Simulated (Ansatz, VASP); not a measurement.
**Hg: VASP beside Ansatz**

Contents of INCAR:

```
SYSTEM = Hg
PREC     = Accurate       ! precision mode
ENCUT    = 500            ! plane-wave cutoff, eV
EDIFF    = 1E-6           ! SCF threshold, eV
ISMEAR   = -1             ! smearing method
SIGMA    = 0.08           ! smearing width, eV
LREAL    = .False.        ! projectors in reciprocal space
LASPH    = .True.         ! aspherical terms in the spheres
NELM     = 120            ! most SCF steps
ALGO     = Normal         ! electronic algorithm
ISIF     = 2              ! what is computed and relaxed
LWAVE    = .False.        ! write WAVECAR
LCHARG   = .True.         ! write CHGCAR
GGA      = PE             ! functional
LELF     = .True.         ! ELF
LVHAR    = .True.       
NBANDS   = 12             ! bands
GGA_COMPAT= .False.
```

KPOINTS

```
Automatic mesh
0
Gamma
  12 12 12
  0 0 0
```

The input POSCAR:

```
Hg
1.0
    2.7265712003      0.0000000000      0.0000000000
    0.0000000000      2.7265712003      0.0000000000
    0.0000000000      0.0000000000      2.7265712003
Hg
1
Direct
    0.0000000000      0.0000000000      0.0000000000
```

Input for Ansatz:

```yaml
crystal:
  lattice:
    - [2.7265712003, 0.0, 0.0]
    - [0.0, 2.7265712003, 0.0]
    - [0.0, 0.0, 2.7265712003]
  atoms:
    - { symbol: Hg, position: [0.0, 0.0, 0.0] }
kpoints:
  mp_grid: { grid: [12, 12, 12] }
scf:
  occupations: { method: fermi_dirac, width: 0.08 }
hamiltonian:
  xc: pbe
  pseudopotentials: { kind: all_electron, lapw: { basis_error: 0.001 } }
output:
  forces: true
  stress: true
  eigenvalues: true
  populations: true
```

Change from the starting cell: volume scaled by 0.68, LAPW.

Alike in both runs: task single point; functional PBE; k mesh 12 × 12 × 12; occupations fermi-dirac, width 0.08 eV; no spin polarisation.

```csv
,VASP,Ansatz
version,VASP 6.6.1,Ansatz 0.2.0
potentials or method,"VASP PAW PBE potentials, release 64 (Hg), cutoff 500 eV","all-electron LAPW, scalar-relativistic"
```

```csv
,VASP,Ansatz,Ansatz less VASP
pressure (GPa),29.0,27.6,-1.40
```

Ansatz ran all-electron here, and VASP with PAW potentials.

Spin-orbit coupling is off throughout.
